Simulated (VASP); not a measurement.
A run of VASP 6.6.1 is set up as follows.

The input INCAR:

```
  ALGO = Normal
  EDIFF = 1E-6
  ENCUT = 520
  GGA = PE
  ISIF = 2
  ISMEAR = 0
  LASPH = True
  LCHARG = True
  LELF = True
  LREAL = False
  LVHAR = True
  LWAVE = False
  NBANDS = 38
  NELM = 100
  PREC = Accurate
  SIGMA = 0.1
```

Contents of KPOINTS:

```
k-points
0
Gamma
  2 2 4
```

Contents of POSCAR:

```
I
1.0
    8.3603618394     -4.3693360923     -0.0936750340
    8.3603618394      4.3693360923     -0.0936750340
   -3.5277503323      0.0000000000      5.4729136854
I
8
Direct
    0.8140391452      0.8140391452      0.2569680890
    0.1859608548      0.1859608548      0.7430319110
    0.3157337281      0.3157337281      0.2582862275
    0.6842662719      0.6842662719      0.7417137725
    0.8155204737      0.3142642143      0.2575808402
    0.6857357857      0.1844795263      0.7424191598
    0.1844795263      0.6857357857      0.7424191598
    0.3142642143      0.8155204737      0.2575808402
```

Potentials or basis: VASP PAW PBE potentials, release 64 (I).

The run is started by

```console
$ cat potpaw_PBE.64/I/POTCAR > POTCAR
$ mpirun -np 1 vasp_std > vasp.out
```

(1) Estimate the pressure.

(2) Predict the band gap on the k mesh.

Answers

(1) 0.1 GPa.

(2) 0.37 eV.

Caveat: the k points lie up to 0.42 Å⁻¹ apart; spin-orbit coupling is left out, which moves the levels of the heavy elements.
